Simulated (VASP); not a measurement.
# Eu (Pm-3m) in VASP: a series of runs

Runs on Eu. Level: LDA. Tasks: single point.

Everything below comes from runs of VASP 6.6.1. Logs are shortened: lines on timing, memory, paths and dates and some standing lists are left out, and cuts for length are marked.

## Step 1: The cell of the first run

Symmetry: Pm-3m, No. 221, cubic system. The conventional cell has a = 2.959 Å, b = 2.959 Å, c = 2.959 Å, α = 90.00°, β = 90.00°, γ = 90.00°. Eu (site symmetry m-3m) has 6 Eu at 2.96 Å within 3.9 Å.

This isn't the form of Eu at room conditions, which is bcc.

## Step 2: Single point, LDA, collinear spin, ferromagnetic start (25.91 Å³/atom)

The input, INCAR:

```
SYSTEM = Eu
PREC = Accurate
ENCUT = 520
EDIFF = 1E-7
ISMEAR = -1
SIGMA = 0.05
LREAL = .False.
LASPH = .True.
NELM = 150
ALGO = Normal
ISIF = 2
LWAVE = .False.
LCHARG = .False.
ISPIN = 2
MAGMOM = 7
LORBIT = 11
LMAXMIX = 6
GGA = CA
NBANDS = 18
```

The input, KPOINTS:

```
regular mesh
0
Gamma
  11 11 11
  0 0 0
```

The input, POSCAR:

```
Eu
1.0
    2.9589484411      0.0000000000      0.0000000000
    0.0000000000      2.9589484411      0.0000000000
    0.0000000000      0.0000000000      2.9589484411
Eu
1
Direct
    0.0000000000      0.0000000000      0.0000000000
```

Potentials or basis: VASP PAW PBE potentials, release 64 (Eu).

Run with:

```console
> cat potpaw_PBE.64/Eu/POTCAR > POTCAR
> mpirun -np 1 vasp_std > vasp.out
```

OUTCAR:

```text
SYSTEM = Eu
   PREC = Accurate
   ENCUT = 520
   EDIFF = 1E-7
   ISMEAR = -1
   LREAL = .False.
   LASPH = .True.
   NELM = 150
   ISIF = 2
   ISPIN = 2
   LORBIT = 11
   GGA = CA

 ion  position               nearest neighbor table
   1  0.000  0.000  0.000-

  LATTYP: Found a simple cubic cell.
 ALAT       =     2.9589484411

  Lattice vectors:

 A1 = (   2.9589484411,   0.0000000000,   0.0000000000)
 A2 = (   0.0000000000,   2.9589484411,   0.0000000000)
 A3 = (   0.0000000000,   0.0000000000,   2.9589484411)

Analysis of symmetry for initial positions (statically):
=====================================================================
 Subroutine PRICEL returns:
 Original cell was already a primitive cell.

 Routine SETGRP: Setting up the symmetry group for a
 simple cubic supercell.

 Subroutine GETGRP returns: Found 48 space group operations
 (whereof 48 operations were pure point group operations)
 out of a pool of 48 trial point group operations.

The static configuration has the point symmetry O_h .

Analysis of symmetry for dynamics (positions and initial velocities):
=====================================================================
 Subroutine PRICEL returns:
 Original cell was already a primitive cell.

 Routine SETGRP: Setting up the symmetry group for a
 simple cubic supercell.

 Subroutine GETGRP returns: Found 48 space group operations
 (whereof 48 operations were pure point group operations)
 out of a pool of 48 trial point group operations.

The dynamic configuration has the point symmetry O_h .

Analysis of structural, dynamic, and magnetic symmetry:
=====================================================================
 Subroutine PRICEL returns:
 Original cell was already a primitive cell.

 Routine SETGRP: Setting up the symmetry group for a
 simple cubic supercell.

 Subroutine GETGRP returns: Found 48 space group operations
 (whereof 48 operations were pure point group operations)
 out of a pool of 48 trial point group operations.

The overall configuration has the point symmetry O_h .

 Subroutine INISYM returns: Found 48 space group operations
 (whereof 48 operations are pure point group operations),
 and found     1 'primitive' translations

----------------------------------------------------------------------------------------

                                     Primitive cell

  volume of cell :      25.9067

  direct lattice vectors                    reciprocal lattice vectors
     2.958948441  0.000000000  0.000000000     0.337957900  0.000000000  0.000000000
     0.000000000  2.958948441  0.000000000     0.000000000  0.337957900  0.000000000
     0.000000000  0.000000000  2.958948441     0.000000000  0.000000000  0.337957900

  length of vectors
     2.958948441  2.958948441  2.958948441     0.337957900  0.337957900  0.337957900

  position of ions in fractional coordinates (direct lattice)
     0.000000000  0.000000000  0.000000000

  ion indices of the primitive-cell ions
   primitive index   ion index
                 1           1

----------------------------------------------------------------------------------------

 KPOINTS: regular mesh

Automatic generation of k-mesh.
 Grid dimensions read from file:
 generate k-points for:   11   11   11

 Generating k-lattice:

  Cartesian coordinates                     Fractional coordinates (reciprocal lattice)
     0.030723445  0.000000000  0.000000000     0.090909091  0.000000000  0.000000000
     0.000000000  0.030723445  0.000000000     0.000000000  0.090909091  0.000000000
     0.000000000  0.000000000  0.030723445     0.000000000  0.000000000  0.090909091

  Length of vectors
     0.030723445  0.030723445  0.030723445

  Shift w.r.t. Gamma in fractional coordinates (k-lattice)
     0.000000000  0.000000000  0.000000000

 Subroutine IBZKPT returns following result:
 ===========================================

 Found     56 irreducible k-points:

 Following reciprocal coordinates:
            Coordinates               Weight
  0.000000  0.000000  0.000000      1.000000
  0.090909  0.000000  0.000000      6.000000
  0.181818  0.000000  0.000000      6.000000
  0.272727  0.000000  0.000000      6.000000
  0.363636  0.000000  0.000000      6.000000
  0.454545  0.000000  0.000000      6.000000
[... 16 lines left out ...]
  0.181818  0.090909  0.090909     24.000000
  0.272727  0.090909  0.090909     24.000000
 [... further k-points ...]
   k-points           NKPTS =     56   k-points in BZ     NKDIM =     56   number of bands    NBANDS=     18
   number of dos      NEDOS =    301   number of ions     NIONS =      1
   total plane-waves  NPLWV =  13824
   dimension x,y,z NGX =    24 NGY =   24 NGZ =   24
   dimension x,y,z NGXF=    48 NGYF=   48 NGZF=   48
   ions per type =               1
   NGX,Y,Z   is equivalent  to a cutoff of  13.48, 13.48, 13.48 a.u.
   NGXF,Y,Z  is equivalent  to a cutoff of  26.97, 26.97, 26.97 a.u.
 SYSTEM =  Eu
   PREC   = accura    normal or accurate (medium, high low for compatibility)
   ISTART =      0    job   : 0-new  1-cont  2-samecut
   ICHARG =      2    charge: 1-file 2-atom 10-const
   ISPIN  =      2    spin polarized calculation?
   LNONCOLLINEAR =      F non collinear calculations
   LSORBIT =      F    spin-orbit coupling
   LASPH  =      T    aspherical Exc in radial PAW
   ENCUT  =  520.0 eV  38.22 Ry    6.18 a.u.   5.50  5.50  5.50*2*pi/ulx,y,z
   NELM   =    150;   NELMIN=  2; NELMDL= -5     # of ELM steps
   EDIFF  = 0.1E-06   stopping-criterion for ELM
   LREAL  =      F    real-space projection
   EDIFFG = 0.1E-05   stopping-criterion for IOM
   NSW    =      0    number of steps for IOM
   IBRION =     -1    ionic relax: 0-MD 1-quasi-New 2-CG
   NFREE  =      0    steps in history (QN), initial steepest desc. (CG)
   ISIF   =      2    stress and relaxation
   ISYM   =      2    0-nonsym 1-usesym 2-fastsym
   POTIM  = 0.5000    time-step for ionic-motion
   TEBEG  =    0.0;   TEEND  =   0.0 temperature during run
   PSTRESS=    0.0 pullay stress
   NELECT =      17.0000    total number of electrons
   NUPDOWN=      -1.0000    fix difference up-down
   EMIN   =  10.00;   EMAX   =-10.00  energy-range for DOS
   EFERMI =   0.00;   METHOD = LEGACY
   ISMEAR =    -1;   SIGMA  =   0.05  broadening in eV -4-tet -1-fermi 0-gaus
   EFERMI_NEDOS =   21; number of points for ismear=-14 and -15
   IALGO  =     38    algorithm
   IMIX   =      4    mixing-type and parameters
     AMIX     =   0.40;   BMIX     =  1.00
     AMIX_MAG =   1.60;   BMIX_MAG =  1.00
  volume/ion in A,a.u.               =      25.91       174.83
  Fermi-wavevector in a.u.,A,eV,Ry     =   1.422614  2.688351 27.535886  2.023831
  Thomas-Fermi vector in A             =   2.543299
   LORBIT       =     11    0 simple, 1 ext, 2 COOP (PROOUT), +10 PAW based schemes
   GGA     = CA    functional components
   LHFCALC =     F    Hartree Fock is set to
   AEXX    =    0.0000 exact exchange contribution
   IVDW    =     0    specifies the selected vdW correction
   LEPSILON=     F    determine dielectric tensor
   LRPA    =     F    only Hartree local field effects (RPA)
 spin polarized calculation
  energy-cutoff  :      520.00
  volume of cell :       25.91
 maximum number of plane-waves:       739
 NGX is ok and might be reduce to    24
   NGX = 11   NGY = 11   NGZ = 11

 number of electron      16.9999995 magnetization       7.1982205

 Free energy of the ion-electron system (eV)
  ---------------------------------------------------
  ext. energy  EPLUGINS =         0.00000000
  ---------------------------------------------------
  free energy    TOTEN  =       -10.90311551 eV

  energy without entropy =      -10.89284363  energy(sigma->0) =      -10.89797957

 E-fermi :   3.7873     XC(G=0): -11.2833

 val. band max:        3.7760933541   @ k =   0.1818   0.0909   0.0909
 cond. band min:       3.7925160325   @ k =   0.0909   0.0000   0.0000
 fundamental gap:      0.0164226784
 Fermi energy:         3.7872762523

 spin component 1

 k-point     1 :       0.0000    0.0000    0.0000
  band No.  band energies     occupation
      1     -37.8146      1.00000
      2     -15.4540      1.00000
      3     -15.4540      1.00000
      4     -15.4540      1.00000
      5      -0.4097      1.00000
      6       2.5386      1.00000
[... 10 lines left out ...]
     17      12.3361      0.00000
     18      17.8049      0.00000

 k-point     2 :       0.0909    0.0000    0.0000
  band No.  band energies     occupation
      1     -37.7926      1.00000
      2     -15.6880      1.00000
      3     -15.4343      1.00000
      4     -15.4343      1.00000
      5      -0.1511      1.00000
      6       2.5752      1.00000
[... 10 lines left out ...]
     17      12.3798      0.00000
     18      16.7811      0.00000

 k-point     3 :       0.1818    0.0000    0.0000
  band No.  band energies     occupation
      1     -37.7330      1.00000
      2     -16.2737      1.00000
      3     -15.3809      1.00000
      4     -15.3809      1.00000
      5       0.4576      1.00000
      6       2.6614      1.00000
[... 10 lines left out ...]
     17      12.4990      0.00000
     18      15.2066      0.00000

 k-point     4 :       0.2727    0.0000    0.0000
  band No.  band energies     occupation
      1     -37.6534      1.00000
      2     -16.9678      1.00000
      3     -15.3100      1.00000
      4     -15.3100      1.00000
      5       1.1665      1.00000
      6       2.7428      1.00000
[... 375 lines left out ...]
      4     -15.6298      1.00000
      5       0.3791      1.00000
      6       2.7889      1.00000
[... 10 lines left out ...]
     17      11.2675      0.00000
     18      17.8293      0.00000

 k-point    23 :       0.1818    0.0909    0.0909
  band No.  band energies     occupation
      1     -37.6895      1.00000
      2     -16.2275      1.00000
      3     -15.6020      1.00000
      4     -15.5739      1.00000
      5       0.9916      1.00000
      6       2.8057      1.00000
[... 10 lines left out ...]
     17      11.3424      0.00000
     18      16.4141      0.00000

 k-point    24 :       0.2727    0.0909    0.0909
  band No.  band energies     occupation
      1     -37.6104      1.00000
      2     -16.9145      1.00000
      3     -15.5262      1.00000
      4     -15.4996      1.00000
      5       1.6581      1.00000
      6       2.8116      1.00000
[... 10 lines left out ...]
     17      11.5386      0.00000
     18      15.2499      0.00000

 [... further k-points ...]

 spin component 2

 k-point     1 :       0.0000    0.0000    0.0000
  band No.  band energies     occupation
      1     -35.0369      1.00000
      2     -13.1809      1.00000
      3     -13.1809      1.00000
      4     -13.1809      1.00000
      5       0.4504      1.00000
      6       3.7202      0.79261
[... 10 lines left out ...]
     17      13.8387      0.00000
     18      18.9040      0.00000

 k-point     2 :       0.0909    0.0000    0.0000
  band No.  band energies     occupation
      1     -35.0118      1.00000
      2     -13.4500      1.00000
      3     -13.1583      1.00000
      4     -13.1583      1.00000
      5       0.7247      1.00000
      6       3.7925      0.47383
[... 10 lines left out ...]
     17      13.8878      0.00000
     18      17.8901      0.00000

 k-point     3 :       0.1818    0.0000    0.0000
  band No.  band energies     occupation
      1     -34.9436      1.00000
      2     -14.1146      1.00000
      3     -13.0969      1.00000
      4     -13.0969      1.00000
      5       1.3686      1.00000
      6       3.9990      0.01427
[... 10 lines left out ...]
     17      14.0213      0.00000
     18      16.4003      0.00000

 k-point     4 :       0.2727    0.0000    0.0000
  band No.  band energies     occupation
      1     -34.8524      1.00000
      2     -14.8900      1.00000
      3     -13.0150      1.00000
      4     -13.0150      1.00000
      5       2.1352      1.00000
      6       4.3056      0.00003
[... 375 lines left out ...]
      4     -13.3802      1.00000
      5       1.2844      1.00000
      6       4.3250      0.00002
[... 10 lines left out ...]
     17      12.7443      0.00000
     18      19.2450      0.00000

 k-point    23 :       0.1818    0.0909    0.0909
  band No.  band energies     occupation
      1     -34.8941      1.00000
      2     -14.0613      1.00000
      3     -13.3518      1.00000
      4     -13.3158      1.00000
      5       1.9286      1.00000
      6       4.5152      0.00000
[... 10 lines left out ...]
     17      12.8313      0.00000
     18      17.6139      0.00000

 k-point    24 :       0.2727    0.0909    0.0909
  band No.  band energies     occupation
      1     -34.8034      1.00000
      2     -14.8280      1.00000
      3     -13.2638      1.00000
      4     -13.2297      1.00000
      5       2.6628      1.00000
      6       4.8003      0.00000
[... 10 lines left out ...]
     17      13.0439      0.00000
     18      16.5480      0.00000

 [... further k-points ...]

------------------------ aborting loop because EDIFF is reached ----------------------------------------

  FORCE on cell =-STRESS in cart. coord.  units (eV):
  Direction    XX          YY          ZZ          XY          YZ          ZX
  --------------------------------------------------------------------------------------
  -------------------------------------------------------------------------------------
  Total        1.2417659      1.2417659      1.2417659     -0.0000000     -0.0000000      0.0000000
  in kB       76.7959153     76.7959153     76.7959153     -0.0000000     -0.0000000      0.0000000
  external PRESSURE =      76.7959153 kB  Pullay stress =       0.0000000 kB

 VOLUME and BASIS-vectors are now :
 -----------------------------------------------------------------------------
  energy-cutoff  :      520.00
  volume of cell :       25.91
      direct lattice vectors                 reciprocal lattice vectors
     2.958948441  0.000000000  0.000000000     0.337957900  0.000000000  0.000000000
     0.000000000  2.958948441  0.000000000     0.000000000  0.337957900  0.000000000
     0.000000000  0.000000000  2.958948441     0.000000000  0.000000000  0.337957900

 POSITION                                       TOTAL-FORCE (eV/Angst)
 -----------------------------------------------------------------------------------
      0.00000      0.00000      0.00000         0.000000      0.000000      0.000000
 -----------------------------------------------------------------------------------
    total drift:                                0.000000      0.000000      0.000000

  FREE ENERGIE OF THE ION-ELECTRON SYSTEM (eV)
  ---------------------------------------------------
  free  energy   TOTEN  =       -10.9031155054 eV

  energy  without entropy=      -10.8928436270  energy(sigma->0) =      -10.89797957

 total charge

# of ion       s       p       d       f       tot
--------------------------------------------------
    1        2.085   5.623   0.703   6.554  14.965

 magnetization (x)

# of ion       s       p       d       f       tot
--------------------------------------------------
    1        0.019  -0.067   0.276   6.512   6.740
```

Run time: 39 s. Hardware: 1 thread of Intel Xeon Platinum 8488C (Sapphire Rapids), shared host; peak memory 0.17 GiB.

Results:

```
Free energy                                           : -10.9031 eV
Pressure                                              : 7.7 GPa
Net moment                                            : 7.20 μB per cell
Site moments                                          : Eu +6.74 μB
Valence electrons inside the program's atomic spheres : Eu 14.96
```

Caveat: the cell stands under pressure; the PAW data sets were made with another functional, which shifts forces and pressure a little; spin-orbit coupling is left out, which moves the levels of the heavy elements; semilocal functionals describe open f shells poorly, which spoils levels, moments and volumes. The state reached can hang on the start; a lower one may exist.

(Continued in part 2 of 2.)
